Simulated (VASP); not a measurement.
Set up this calculation in VASP 6.6.1, as the native input.

```
Task                   : relaxation of cell and atoms
Functional             : PBE
Potentials or basis    : VASP PAW PBE potentials, release 64 (Hf_pv, Ge_d)
Cutoff                 : 600 eV
k mesh                 : 10 × 10 × 10
Occupations            : gaussian, width 0.1 eV
Spin                   : no spin polarisation
Dipole correction      : no
Further INCAR settings : ALGO = Normal; EDIFF = 1e-07; IBRION = 2; EDIFFG = -0.01; NSW = 100; ISIF = 3
```

The structure of HfGe4 lies in POSCAR:

```
HfGe4
1.0
   -3.0784431613      3.0784431613      3.0784431613
    3.0784431613     -3.0784431613      3.0784431613
    3.0784431613      3.0784431613     -3.0784431613
Hf Ge
1 4
Direct
    0.0000000000      0.0000000000      0.0000000000
    0.0000000000      0.0000000000      0.5000000000
    0.5000000000      0.0000000000      0.0000000000
    0.5000000000      0.5000000000      0.5000000000
    0.0000000000      0.5000000000      0.0000000000
```

One way to write it, as run:

INCAR

```
SYSTEM = HfGe4
  PREC = Accurate
  ENCUT = 600
  EDIFF = 1E-7
  ISMEAR = 0
  SIGMA = 0.1
  LREAL = .False.
  LASPH = .True.
  NELM = 100
  ALGO = Normal
  ISIF = 3
  LWAVE = .False.
  LCHARG = .False.
  GGA = PE
  IBRION = 2
  NSW = 100
  EDIFFG = -0.01
```

KPOINTS

```
Automatic mesh
0
Gamma
  10 10 10
  0 0 0
```

Potentials or basis: VASP PAW PBE potentials, release 64 (Hf_pv, Ge_d).

Launch:

```sh
$ cat potpaw_PBE.64/Hf_pv/POTCAR potpaw_PBE.64/Ge_d/POTCAR > POTCAR
$ mpirun -np 1 vasp_std > vasp.out
```

It gave:

```
Relaxed volume                         : 23.15 Å³/atom
Relaxed cell                           : a = 5.317 Å, b = 5.317 Å, c = 5.317 Å, α = 109.47°, β = 109.47°, γ = 109.47°
Space group after relaxing (to 0.05 Å) : Im-3m (No. 229)
Energy gained by relaxing              : 0.3 meV/atom
Ionic steps                            : 3
Pressure after relaxing                : 0.0 GPa
Band gap on the k mesh                 : zero (band 33 reaches 4.82 eV, above the bottom of band 34 at 4.11 eV)
```

Caveat: spin-orbit coupling is left out, which moves the levels of the heavy elements.

Run time: 7.3 min on 1 thread of AMD EPYC 9R45 96-Core Processor (Zen 5), on a shared host, peak memory 0.45 GiB.
